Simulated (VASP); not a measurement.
# AlFe (Pm-3m) in VASP: density of states with PBEsol

Aim: the density of states of AlFe with PBEsol.

Program: VASP 6.6.1. These are calculated values, not measurements. Logs are shortened: lines on timing, memory, paths and dates and some standing lists are left out, and cuts for length are marked.

### Step 1. The cell of the first run

Symmetry: Pm-3m, No. 221, cubic system. Conventional cell: a = 2.845 Å, b = 2.845 Å, c = 2.845 Å, α = 90.00°, β = 90.00°, γ = 90.00°. Al (site symmetry m-3m) has 8 Fe at 2.46 Å and 6 Al at 2.85 Å within 3.3 Å. Within 3.3 Å of Fe (site symmetry m-3m) lie 8 Al at 2.46 Å and 6 Fe at 2.85 Å.

### Step 2. Density of states, PBEsol, collinear spin, ferromagnetic start

POSCAR

```
AlFe
1.0
    2.8450076399      0.0000000000      0.0000000000
    0.0000000000      2.8450076399      0.0000000000
    0.0000000000      0.0000000000      2.8450076399
Al Fe
1 1
Direct
    0.0000000000      0.0000000000      0.0000000000
    0.5000000000      0.5000000000      0.5000000000
```

INCAR.step1

```
ALGO = Normal
EDIFF = 1E-6
ENCUT = 520
GGA = PS
ISIF = 2
ISMEAR = 0
ISPIN = 2
LASPH = T
LCHARG = T
LMAXMIX = 4
LREAL = F
LWAVE = F
MAGMOM = 0 0.75
NBANDS = 16
NELM = 150
PREC = Accurate
SIGMA = 0.1
```

KPOINTS.step1

```
k-points
0
Gamma
  14 14 14
```

INCAR.step2

```
ALGO = Normal
EDIFF = 1E-6
ENCUT = 520
GGA = PS
ICHARG = 11
ISIF = 2
ISMEAR = -5
ISPIN = 2
LASPH = T
LCHARG = F
LMAXMIX = 4
LORBIT = 11
LREAL = F
LWAVE = F
MAGMOM = 0 0.75
NEDOS = 1001
NELM = 150
PREC = Accurate
SIGMA = 0.1
```

KPOINTS.step2

```
k-points
0
Gamma
  21 21 21
```

Potentials or basis: VASP PAW PBE potentials, release 64 (Al, Fe).

Run with:

```bash
$ cat potpaw_PBE.64/Al/POTCAR potpaw_PBE.64/Fe/POTCAR > POTCAR
$ cp INCAR.step1 INCAR
$ cp KPOINTS.step1 KPOINTS
$ mpirun -np 1 vasp_std > vasp.out
$ cp INCAR.step2 INCAR
$ cp KPOINTS.step2 KPOINTS
$ mpirun -np 1 vasp_std > vasp.out
```

OUTCAR:

```text
EDIFF = 1E-6
   ENCUT = 520
   GGA = PS
   ICHARG = 11
   ISIF = 2
   ISMEAR = -5
   ISPIN = 2
   LASPH = T
   LORBIT = 11
   LREAL = F
   NELM = 150
   PREC = Accurate

 ion  position               nearest neighbor table
   1  0.000  0.000  0.000-   2 2.46   2 2.46   2 2.46   2 2.46   2 2.46   2 2.46   2 2.46   2 2.46

   2  0.500  0.500  0.500-   1 2.46   1 2.46   1 2.46   1 2.46   1 2.46   1 2.46   1 2.46   1 2.46

  LATTYP: Found a simple cubic cell.
 ALAT       =     2.8450076399

  Lattice vectors:

 A1 = (   2.8450076399,   0.0000000000,   0.0000000000)
 A2 = (   0.0000000000,   2.8450076399,   0.0000000000)
 A3 = (   0.0000000000,   0.0000000000,   2.8450076399)

Analysis of symmetry for initial positions (statically):
=====================================================================
 Subroutine PRICEL returns:
 Original cell was already a primitive cell.

 Routine SETGRP: Setting up the symmetry group for a
 simple cubic supercell.

 Subroutine GETGRP returns: Found 48 space group operations
 (whereof 48 operations were pure point group operations)
 out of a pool of 48 trial point group operations.

The static configuration has the point symmetry O_h .

Analysis of symmetry for dynamics (positions and initial velocities):
=====================================================================
 Subroutine PRICEL returns:
 Original cell was already a primitive cell.

 Routine SETGRP: Setting up the symmetry group for a
 simple cubic supercell.

 Subroutine GETGRP returns: Found 48 space group operations
 (whereof 48 operations were pure point group operations)
 out of a pool of 48 trial point group operations.

The dynamic configuration has the point symmetry O_h .

Analysis of structural, dynamic, and magnetic symmetry:
=====================================================================
 Subroutine PRICEL returns:
 Original cell was already a primitive cell.

 Routine SETGRP: Setting up the symmetry group for a
 simple cubic supercell.

 Subroutine GETGRP returns: Found 48 space group operations
 (whereof 48 operations were pure point group operations)
 out of a pool of 48 trial point group operations.

The overall configuration has the point symmetry O_h .

 Subroutine INISYM returns: Found 48 space group operations
 (whereof 48 operations are pure point group operations),
 and found     1 'primitive' translations

----------------------------------------------------------------------------------------

                                     Primitive cell

  volume of cell :      23.0277

  direct lattice vectors                    reciprocal lattice vectors
     2.845007640  0.000000000  0.000000000     0.351492905  0.000000000  0.000000000
     0.000000000  2.845007640  0.000000000     0.000000000  0.351492905  0.000000000
     0.000000000  0.000000000  2.845007640     0.000000000  0.000000000  0.351492905

  length of vectors
     2.845007640  2.845007640  2.845007640     0.351492905  0.351492905  0.351492905

  position of ions in fractional coordinates (direct lattice)
     0.000000000  0.000000000  0.000000000
     0.500000000  0.500000000  0.500000000

  ion indices of the primitive-cell ions
   primitive index   ion index
                 1           1
                 2           2

----------------------------------------------------------------------------------------

 KPOINTS: k-points

Automatic generation of k-mesh.
 Grid dimensions read from file:
 generate k-points for:   21   21   21

 Generating k-lattice:

  Cartesian coordinates                     Fractional coordinates (reciprocal lattice)
     0.016737757  0.000000000  0.000000000     0.047619048  0.000000000  0.000000000
     0.000000000  0.016737757  0.000000000     0.000000000  0.047619048  0.000000000
     0.000000000  0.000000000  0.016737757     0.000000000  0.000000000  0.047619048

  Length of vectors
     0.016737757  0.016737757  0.016737757

  Shift w.r.t. Gamma in fractional coordinates (k-lattice)
     0.000000000  0.000000000  0.000000000

 TETIRR: Found   4601 inequivalent tetrahedra from    55566

 Subroutine IBZKPT returns following result:
 ===========================================

 Found    286 irreducible k-points:

 Following reciprocal coordinates:
            Coordinates               Weight
  0.000000  0.000000  0.000000      1.000000
  0.047619  0.000000  0.000000      6.000000
  0.095238  0.000000  0.000000      6.000000
  0.142857  0.000000  0.000000      6.000000
  0.190476  0.000000  0.000000      6.000000
  0.238095  0.000000  0.000000      6.000000
[... 16 lines left out ...]
  0.142857  0.095238  0.000000     24.000000
  0.190476  0.095238  0.000000     24.000000
 [... further k-points ...]
   k-points           NKPTS =    286   k-points in BZ     NKDIM =    286   number of bands    NBANDS=      9
   number of dos      NEDOS =   1001   number of ions     NIONS =      2
   total plane-waves  NPLWV =  13824
   dimension x,y,z NGX =    24 NGY =   24 NGZ =   24
   dimension x,y,z NGXF=    48 NGYF=   48 NGZF=   48
   ions per type =               1   1
   NGX,Y,Z   is equivalent  to a cutoff of  14.02, 14.02, 14.02 a.u.
   NGXF,Y,Z  is equivalent  to a cutoff of  28.05, 28.05, 28.05 a.u.
 SYSTEM =  unknown system
   PREC   = accura    normal or accurate (medium, high low for compatibility)
   ISTART =      0    job   : 0-new  1-cont  2-samecut
   ICHARG =     11    charge: 1-file 2-atom 10-const
   ISPIN  =      2    spin polarized calculation?
   LNONCOLLINEAR =      F non collinear calculations
   LSORBIT =      F    spin-orbit coupling
   LASPH  =      T    aspherical Exc in radial PAW
   ENCUT  =  520.0 eV  38.22 Ry    6.18 a.u.   5.29  5.29  5.29*2*pi/ulx,y,z
   NELM   =    150;   NELMIN=  2; NELMDL=  0     # of ELM steps
   EDIFF  = 0.1E-05   stopping-criterion for ELM
   LREAL  =      F    real-space projection
   EDIFFG = 0.1E-04   stopping-criterion for IOM
   NSW    =      0    number of steps for IOM
   IBRION =     -1    ionic relax: 0-MD 1-quasi-New 2-CG
   NFREE  =      0    steps in history (QN), initial steepest desc. (CG)
   ISIF   =      2    stress and relaxation
   ISYM   =      2    0-nonsym 1-usesym 2-fastsym
   POTIM  = 0.5000    time-step for ionic-motion
   TEBEG  =    0.0;   TEEND  =   0.0 temperature during run
   PSTRESS=    0.0 pullay stress
   NELECT =      11.0000    total number of electrons
   NUPDOWN=      -1.0000    fix difference up-down
   EMIN   =  10.00;   EMAX   =-10.00  energy-range for DOS
   EFERMI =   0.00;   METHOD = LEGACY
   ISMEAR =    -5;   SIGMA  =   0.10  broadening in eV -4-tet -1-fermi 0-gaus
   EFERMI_NEDOS =   21; number of points for ismear=-14 and -15
   IALGO  =     38    algorithm
   IMIX   =      4    mixing-type and parameters
     AMIX     =   0.40;   BMIX     =  1.00
     AMIX_MAG =   1.60;   BMIX_MAG =  1.00
  volume/ion in A,a.u.               =      11.51        77.70
  Fermi-wavevector in a.u.,A,eV,Ry     =   1.279742  2.418361 22.282786  1.637739
  Thomas-Fermi vector in A             =   2.412210
   LORBIT       =     11    0 simple, 1 ext, 2 COOP (PROOUT), +10 PAW based schemes
   GGA     = PS    functional components
   LHFCALC =     F    Hartree Fock is set to
   AEXX    =    0.0000 exact exchange contribution
   IVDW    =     0    specifies the selected vdW correction
   LEPSILON=     F    determine dielectric tensor
   LRPA    =     F    only Hartree local field effects (RPA)
 spin polarized calculation
 Fermi weights with tetrahedron method with Bloechl corrections
  energy-cutoff  :      520.00
  volume of cell :       23.03
 maximum number of plane-waves:       639
 NGX is ok and might be reduce to    24

 number of electron      11.0000003 magnetization       0.6570540

 Free energy of the ion-electron system (eV)
  ---------------------------------------------------
  ext. energy  EPLUGINS =         0.00000000
  ---------------------------------------------------
  free energy    TOTEN  =       -13.73199757 eV

  energy without entropy =      -13.73199757  energy(sigma->0) =      -13.73199757

 E-fermi :   8.2010     XC(G=0): -12.4065

 val. band max:        8.2382930165   @ k =   0.4286   0.4286   0.2857
 cond. band min:       8.2013573718   @ k =   0.4762   0.1905   0.1429
 fundamental gap:     -0.0369356447
 Fermi energy:         8.2010361735

 spin component 1

 k-point     1 :       0.0000    0.0000    0.0000
  band No.  band energies     occupation
      1      -2.3676      1.00000
      2       5.5879      1.00000
      3       5.5879      1.00000
      4       7.8997      1.00000
      5       7.8997      1.00000
      6       7.8997      1.00000
      7      14.7552      0.00000
      8      14.7552      0.00000
      9      14.7552      0.00000
[... 265 lines left out ...]
 k-point    24 :       0.1905    0.0952    0.0000
  band No.  band energies     occupation
      1      -1.5088      1.00000
      2       5.5009      1.00000
      3       5.7832      1.00000
      4       7.4090      1.00000
      5       7.5502      1.00000
      6       7.8469      1.00000
      7      11.6248      0.00000
      8      14.2715      0.00000
      9      15.9365      0.00000

 [... further k-points ...]

 spin component 2

 k-point     1 :       0.0000    0.0000    0.0000
  band No.  band energies     occupation
      1      -2.3447      1.00000
      2       5.9416      1.00000
      3       5.9416      1.00000
      4       8.6593      0.00000
      5       8.6593      0.00000
      6       8.6593      0.00000
      7      14.7974      0.00000
      8      14.7974      0.00000
      9      14.7974      0.00000
[... 265 lines left out ...]
 k-point    24 :       0.1905    0.0952    0.0000
  band No.  band energies     occupation
      1      -1.4862      1.00000
      2       5.7915      1.00000
      3       6.1452      1.00000
      4       8.0959      0.99633
      5       8.2655      0.11387
      6       8.6000      0.00000
      7      11.8189      0.00000
      8      14.3963      0.00000
      9      16.0224      0.00000

 [... further k-points ...]
[... 5 lines left out ...]
  --------------------------------------------------------------------------------------
  -------------------------------------------------------------------------------------
  Total        0.0432861      0.0432861      0.0432861     -0.0000000      0.0000000     -0.0000000
  in kB        3.0116819      3.0116819      3.0116819     -0.0000000      0.0000000     -0.0000000
  external PRESSURE =       3.0116819 kB  Pullay stress =       0.0000000 kB

 VOLUME and BASIS-vectors are now :
 -----------------------------------------------------------------------------
  energy-cutoff  :      520.00
  volume of cell :       23.03
      direct lattice vectors                 reciprocal lattice vectors
     2.845007640  0.000000000  0.000000000     0.351492905  0.000000000  0.000000000
     0.000000000  2.845007640  0.000000000     0.000000000  0.351492905  0.000000000
     0.000000000  0.000000000  2.845007640     0.000000000  0.000000000  0.351492905

 POSITION                                       TOTAL-FORCE (eV/Angst)
 -----------------------------------------------------------------------------------
      0.00000      0.00000      0.00000         0.000000      0.000000      0.000000
      1.42250      1.42250      1.42250         0.000000      0.000000      0.000000
 -----------------------------------------------------------------------------------
    total drift:                                0.000000     -0.000000     -0.000000

  FREE ENERGIE OF THE ION-ELECTRON SYSTEM (eV)
  ---------------------------------------------------
  free  energy   TOTEN  =       -13.7319975701 eV

  energy  without entropy=      -13.7319975701  energy(sigma->0) =      -13.73199757

 total charge

# of ion       s       p       d       tot
------------------------------------------
    1        0.403   0.450   0.000   0.853
    2        0.447   0.528   6.520   7.495
--------------------------------------------------
tot          0.850   0.978   6.520   8.348

 magnetization (x)

# of ion       s       p       d       tot
------------------------------------------
    1       -0.007  -0.014   0.000  -0.021
    2       -0.000   0.008   0.699   0.706
--------------------------------------------------
tot         -0.007  -0.006   0.699   0.686
```

Run time: 56 s. Hardware: 1 thread of AMD EPYC 9R45 (Zen 5), shared host; peak memory 0.21 GiB.

Results:

| Item | Value |
| --- | --- |
| Net moment | 0.66 μB per cell |
| Site moments | Al -0.02; Fe +0.71 μB |
| Valence electrons inside the program's atomic spheres | Al 0.85; Fe 7.50 |

Caveat: the PAW data sets were made with another functional, which shifts forces and pressure a little; tetrahedron occupations give inexact forces and stress in metals.
